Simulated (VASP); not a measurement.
# Os (Fm-3m) in VASP: a series of runs

Os is run at these levels: PBE, PBEsol, PBE+U; tasks: single point.

Program: VASP 6.6.1. These are calculated values, not measurements. Logs are shortened: lines on timing, memory, paths and dates and some standing lists are left out, and cuts for length are marked.

## 1. The cell of the first run

It takes space group Fm-3m (No. 225, cubic). The conventional cell has a = 3.844 Å, b = 3.844 Å, c = 3.844 Å, α = 90.00°, β = 90.00°, γ = 90.00°. Os (site symmetry m-3m) has 12 Os at 2.72 Å within 3.6 Å.

## 2. Single point, PBE

Input file INCAR:

```
SYSTEM = Os
PREC     = Accurate       ! precision mode
ENCUT    = 520            ! plane-wave cutoff, eV
EDIFF    = 1E-7           ! SCF threshold, eV
ISMEAR   = -5             ! smearing method
SIGMA    = 0.1            ! smearing width, eV
LREAL    = .FALSE.        ! projectors in reciprocal space
LASPH    = .TRUE.         ! aspherical terms in the spheres
NELM     = 80             ! most SCF steps
ALGO     = Normal         ! electronic algorithm
ISIF     = 2              ! what is computed and relaxed
LWAVE    = .FALSE.        ! write WAVECAR
LCHARG   = .FALSE.        ! write CHGCAR
GGA      = PE             ! functional
NBANDS   = 10             ! bands
```

Input file KPOINTS:

```
Automatic mesh
0
G
  10 10 10
  0 0 0
```

Input file POSCAR:

```
Os
1.0
    0.0000000000      1.9220413878      1.9220413878
    1.9220413878      0.0000000000      1.9220413878
    1.9220413878      1.9220413878      0.0000000000
Os
1
Direct
    0.0000000000      0.0000000000      0.0000000000
```

Potentials or basis: VASP PAW PBE potentials, release 64 (Os).

On the command line:

```console
> cat potpaw_PBE.64/Os/POTCAR > POTCAR
> mpirun -np 1 vasp_std > vasp.out
```

OUTCAR:

```text
SYSTEM = Os
   PREC = Accurate
   ENCUT = 520
   EDIFF = 1E-7
   ISMEAR = -5
   LREAL = .FALSE.
   LASPH = .TRUE.
   NELM = 80
   ISIF = 2
   GGA = PE

 ion  position               nearest neighbor table
   1  0.000  0.000  0.000-

  LATTYP: Found a face centered cubic cell.
 ALAT       =     3.8440827756

  Lattice vectors:

 A1 = (   0.0000000000,   1.9220413878,   1.9220413878)
 A2 = (   1.9220413878,   0.0000000000,   1.9220413878)
 A3 = (   1.9220413878,   1.9220413878,   0.0000000000)

Analysis of symmetry for initial positions (statically):
=====================================================================
 Subroutine PRICEL returns:
 Original cell was already a primitive cell.

 Routine SETGRP: Setting up the symmetry group for a
 face centered cubic supercell.

 Subroutine GETGRP returns: Found 48 space group operations
 (whereof 48 operations were pure point group operations)
 out of a pool of 48 trial point group operations.

The static configuration has the point symmetry O_h .

Analysis of symmetry for dynamics (positions and initial velocities):
=====================================================================
 Subroutine PRICEL returns:
 Original cell was already a primitive cell.

 Routine SETGRP: Setting up the symmetry group for a
 face centered cubic supercell.

 Subroutine GETGRP returns: Found 48 space group operations
 (whereof 48 operations were pure point group operations)
 out of a pool of 48 trial point group operations.

The dynamic configuration has the point symmetry O_h .

 Subroutine INISYM returns: Found 48 space group operations
 (whereof 48 operations are pure point group operations),
 and found     1 'primitive' translations

----------------------------------------------------------------------------------------

                                     Primitive cell

  volume of cell :      14.2010

  direct lattice vectors                    reciprocal lattice vectors
     0.000000000  1.922041388  1.922041388    -0.260140080  0.260140080  0.260140080
     1.922041388  0.000000000  1.922041388     0.260140080 -0.260140080  0.260140080
     1.922041388  1.922041388  0.000000000     0.260140080  0.260140080 -0.260140080

  length of vectors
     2.718176998  2.718176998  2.718176998     0.450575835  0.450575835  0.450575835

  position of ions in fractional coordinates (direct lattice)
     0.000000000  0.000000000  0.000000000

  ion indices of the primitive-cell ions
   primitive index   ion index
                 1           1

----------------------------------------------------------------------------------------

 KPOINTS: Automatic mesh

Automatic generation of k-mesh.
 Grid dimensions read from file:
 generate k-points for:   10   10   10

 Generating k-lattice:

  Cartesian coordinates                     Fractional coordinates (reciprocal lattice)
    -0.026014008  0.026014008  0.026014008     0.100000000  0.000000000  0.000000000
     0.026014008 -0.026014008  0.026014008     0.000000000  0.100000000  0.000000000
     0.026014008  0.026014008 -0.026014008     0.000000000  0.000000000  0.100000000

  Length of vectors
     0.045057584  0.045057584  0.045057584

  Shift w.r.t. Gamma in fractional coordinates (k-lattice)
     0.000000000  0.000000000  0.000000000

 TETIRR: Found    148 inequivalent tetrahedra from     6000

 Subroutine IBZKPT returns following result:
 ===========================================

 Found     47 irreducible k-points:

 Following reciprocal coordinates:
            Coordinates               Weight
  0.000000  0.000000  0.000000      1.000000
  0.100000  0.000000  0.000000      8.000000
  0.200000  0.000000  0.000000      8.000000
  0.300000  0.000000  0.000000      8.000000
  0.400000  0.000000  0.000000      8.000000
  0.500000  0.000000  0.000000      4.000000
[... 16 lines left out ...]
  0.300000  0.300000  0.000000      6.000000
  0.400000  0.300000  0.000000     24.000000
 [... further k-points ...]
   k-points           NKPTS =     47   k-points in BZ     NKDIM =     47   number of bands    NBANDS=     10
   number of dos      NEDOS =    301   number of ions     NIONS =      1
   total plane-waves  NPLWV =   8000
   dimension x,y,z NGX =    20 NGY =   20 NGZ =   20
   dimension x,y,z NGXF=    40 NGYF=   40 NGZF=   40
   ions per type =               1
   NGX,Y,Z   is equivalent  to a cutoff of  12.23, 12.23, 12.23 a.u.
   NGXF,Y,Z  is equivalent  to a cutoff of  24.46, 24.46, 24.46 a.u.
 SYSTEM =  Os
   PREC   = accura    normal or accurate (medium, high low for compatibility)
   ISTART =      0    job   : 0-new  1-cont  2-samecut
   ICHARG =      2    charge: 1-file 2-atom 10-const
   ISPIN  =      1    spin polarized calculation?
   LNONCOLLINEAR =      F non collinear calculations
   LSORBIT =      F    spin-orbit coupling
   LASPH  =      T    aspherical Exc in radial PAW
   ENCUT  =  520.0 eV  38.22 Ry    6.18 a.u.   5.05  5.05  5.05*2*pi/ulx,y,z
   NELM   =     80;   NELMIN=  2; NELMDL= -5     # of ELM steps
   EDIFF  = 0.1E-06   stopping-criterion for ELM
   LREAL  =      F    real-space projection
   EDIFFG = 0.1E-05   stopping-criterion for IOM
   NSW    =      0    number of steps for IOM
   IBRION =     -1    ionic relax: 0-MD 1-quasi-New 2-CG
   NFREE  =      0    steps in history (QN), initial steepest desc. (CG)
   ISIF   =      2    stress and relaxation
   ISYM   =      2    0-nonsym 1-usesym 2-fastsym
   POTIM  = 0.5000    time-step for ionic-motion
   TEBEG  =    0.0;   TEEND  =   0.0 temperature during run
   PSTRESS=    0.0 pullay stress
   NELECT =       8.0000    total number of electrons
   NUPDOWN=      -1.0000    fix difference up-down
   EMIN   =  10.00;   EMAX   =-10.00  energy-range for DOS
   EFERMI =   0.00;   METHOD = LEGACY
   ISMEAR =    -5;   SIGMA  =   0.10  broadening in eV -4-tet -1-fermi 0-gaus
   EFERMI_NEDOS =   21; number of points for ismear=-14 and -15
   IALGO  =     38    algorithm
   IMIX   =      4    mixing-type and parameters
     AMIX     =   0.40;   BMIX     =  1.00
     AMIX_MAG =   1.60;   BMIX_MAG =  1.00
  volume/ion in A,a.u.               =      14.20        95.83
  Fermi-wavevector in a.u.,A,eV,Ry     =   1.352069  2.555039 24.872671  1.828090
  Thomas-Fermi vector in A             =   2.479438
   LORBIT       =      0    0 simple, 1 ext, 2 COOP (PROOUT), +10 PAW based schemes
   GGA     = PE    functional components
   LHFCALC =     F    Hartree Fock is set to
   AEXX    =    0.0000 exact exchange contribution
   IVDW    =     0    specifies the selected vdW correction
   LEPSILON=     F    determine dielectric tensor
   LRPA    =     F    only Hartree local field effects (RPA)
 non-spin polarized calculation
 Fermi weights with tetrahedron method with Bloechl corrections
  energy-cutoff  :      520.00
  volume of cell :       14.20
 maximum number of plane-waves:       392
   NGX = 11   NGY = 11   NGZ = 11

 number of electron       8.0000000 magnetization

 Free energy of the ion-electron system (eV)
  ---------------------------------------------------
  ext. energy  EPLUGINS =         0.00000000
  ---------------------------------------------------
  free energy    TOTEN  =       -11.09666402 eV

  energy without entropy =      -11.09666402  energy(sigma->0) =      -11.09666402

 E-fermi :   9.1229     XC(G=0): -13.9714

 val. band max:        9.5449781131   @ k =   0.4000   0.4000   0.0000
 cond. band min:       9.0309455386   @ k =   0.1000   0.0000   0.0000
 fundamental gap:     -0.5140325746
 Fermi energy:         9.1228901611

 k-point     1 :       0.0000    0.0000    0.0000
  band No.  band energies     occupation
      1      -1.5669      2.00000
      2       6.1787      2.00000
      3       6.1787      2.00000
      4       6.1787      2.00000
      5       9.1621      1.88298
      6       9.1621      0.55462
      7      23.3816      0.00000
      8      29.1203      0.00000
      9      29.1203      0.00000
     10      29.1203      0.00000

 k-point     2 :       0.1000    0.0000    0.0000
  band No.  band energies     occupation
      1      -1.1137      2.00000
      2       5.9196      2.00000
      3       6.3753      2.00000
      4       6.3753      2.00000
      5       9.0309      1.99169
      6       9.0309      0.96691
      7      24.2038      0.00000
      8      27.2398      0.00000
      9      29.9247      0.00000
     10      29.9247      0.00000

 k-point     3 :       0.2000    0.0000    0.0000
  band No.  band energies     occupation
      1       0.0586      2.00000
      2       5.5037      2.00000
      3       6.6696      2.00000
      4       6.6696      2.00000
      5       9.0327      1.81914
      6       9.0327      0.23750
      7      24.4179      0.00000
      8      26.2392      0.00000
      9      32.1238      0.00000
     10      32.1238      0.00000

 k-point     4 :       0.3000    0.0000    0.0000
  band No.  band energies     occupation
      1       1.2057      2.00000
      2       5.8866      2.00000
      3       6.5066      2.00000
      4       6.5066      2.00000
      5       9.8353     -0.21269
      6       9.8353     -0.00007
      7      22.0777      0.00000
      8      25.9099      0.00000
      9      33.6261      0.00000
     10      33.6261      0.00000
[... 222 lines left out ...]
 k-point    22 :      -0.2000    0.2000    0.0000
  band No.  band energies     occupation
      1       2.2310      2.00000
      2       4.8045      2.00000
      3       6.0409      2.00000
      4       7.6767      2.00000
      5       8.0480      2.62373
      6      11.8118      0.00000
      7      23.4316      0.00000
      8      27.2101      0.00000
      9      28.1574      0.00000
     10      30.1801      0.00000

 k-point    23 :       0.3000    0.3000    0.0000
  band No.  band energies     occupation
      1       2.0234      2.00000
      2       3.4350      2.00000
      3       7.1938      2.00354
      4       9.2518      0.87695
      5       9.2518      0.34540
      6      10.5916      0.00000
      7      26.4180      0.00000
      8      26.4180      0.00000
      9      27.6844      0.00000
     10      30.6674      0.00000

 k-point    24 :       0.4000    0.3000    0.0000
  band No.  band energies     occupation
      1       2.3257      2.00000
      2       3.1916      2.00000
      3       7.3102      2.02919
      4       9.4933      0.30336
      5      11.1958     -0.04031
      6      11.3779      0.00000
      7      22.8482      0.00000
      8      25.0114      0.00000
      9      26.3819      0.00000
     10      31.0076      0.00000

 [... further k-points ...]

------------------------ aborting loop because EDIFF is reached ----------------------------------------

  FORCE on cell =-STRESS in cart. coord.  units (eV):
  Direction    XX          YY          ZZ          XY          YZ          ZX
  --------------------------------------------------------------------------------------
  -------------------------------------------------------------------------------------
  Total        0.3475896      0.3475896      0.3475896      0.0000000      0.0000000      0.0000000
  in kB       39.2156238     39.2156238     39.2156238      0.0000000      0.0000000      0.0000000
  external PRESSURE =      39.2156238 kB  Pullay stress =       0.0000000 kB

 VOLUME and BASIS-vectors are now :
 -----------------------------------------------------------------------------
  energy-cutoff  :      520.00
  volume of cell :       14.20
      direct lattice vectors                 reciprocal lattice vectors
     0.000000000  1.922041388  1.922041388    -0.260140080  0.260140080  0.260140080
     1.922041388  0.000000000  1.922041388     0.260140080 -0.260140080  0.260140080
     1.922041388  1.922041388  0.000000000     0.260140080  0.260140080 -0.260140080

 POSITION                                       TOTAL-FORCE (eV/Angst)
 -----------------------------------------------------------------------------------
      0.00000      0.00000      0.00000        -0.000000      0.000000      0.000000
 -----------------------------------------------------------------------------------
    total drift:                               -0.000000     -0.000000     -0.000000

  FREE ENERGIE OF THE ION-ELECTRON SYSTEM (eV)
  ---------------------------------------------------
  free  energy   TOTEN  =       -11.0966640166 eV

  energy  without entropy=      -11.0966640166  energy(sigma->0) =      -11.09666402
```

It took 11 s on 1 thread of AMD EPYC 7R13, shared host; peak memory 0.1 GiB.

What came out:

* Free energy: -11.0967 eV
* Pressure: 3.9 GPa
* Band gap on the k mesh: zero (band 4 reaches 11.48 eV, above the bottom of band 5 at 7.60 eV)

Caveat: spin-orbit coupling is left out, which moves the levels of the heavy elements; tetrahedron occupations give inexact forces and stress in metals.

(Part 1 of 3 ends here.)
